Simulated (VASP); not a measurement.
Here is a VASP 6.6.1 calculation.

The input INCAR:

```
SYSTEM = PtSe2
PREC     = Accurate       ! precision mode
ENCUT    = 520            ! plane-wave cutoff, eV
EDIFF    = 1E-6           ! SCF threshold, eV
ISMEAR   = 0              ! smearing method
SIGMA    = 0.05           ! smearing width, eV
LREAL    = .False.        ! projectors in reciprocal space
LASPH    = .True.         ! aspherical terms in the spheres
NELM     = 100            ! most SCF steps
ALGO     = Normal         ! electronic algorithm
ISIF     = 2              ! what is computed and relaxed
LWAVE    = .False.        ! write WAVECAR
LCHARG   = .True.         ! write CHGCAR
LDIPOL   = .True.       
IDIPOL   = 3            
DIPOL    = 0.5 0.5 0.382
GGA      = PE             ! functional
IVDW     = 12             ! dispersion correction
LELF     = .True.         ! ELF
LVHAR    = .True.       
LVACPOTAV= .True.       
NBANDS   = 31             ! bands
```

File KPOINTS:

```
Automatic mesh
0
Gamma
  9 9 1
  0 0 0
```

File POSCAR:

```
PtSe2
1.0
    3.7070358307      0.0000000000      0.0000000000
   -1.8535179153      3.2103872021      0.0000000000
    0.0000000000      0.0000000000     22.7981611688
Se Pt
4 2
Direct
    0.6666666667      0.3333333333      0.1973843402
    0.3333333333      0.6666666667      0.3135814565
    0.6666666667      1.3333333333      0.4499959672
    1.0000000000      1.0000000000      0.5661930834
    0.0000000000      0.0000000000      0.2554828983
    1.3333333333      1.6666666667      0.5080945253
```

Potentials or basis: VASP PAW PBE potentials, release 64 (Se, Pt).

Run with:

```console
$ cat potpaw_PBE.64/Se/POTCAR potpaw_PBE.64/Pt/POTCAR > POTCAR
$ mpirun -np 1 vasp_std > vasp.out
```

(1) What does it give for the band gap on the k mesh?

(2) Predict the dispersion energy per atom.

(3) Predict the largest force.

## Answers

(1) 0.82 eV (least direct gap 1.15 eV).

(2) -0.357 eV.

(3) 0.118 eV/Å.

Caveat: the cell differs from its parent crystal (layers slid over each other); spin-orbit coupling is left out, which moves the levels of the heavy elements.
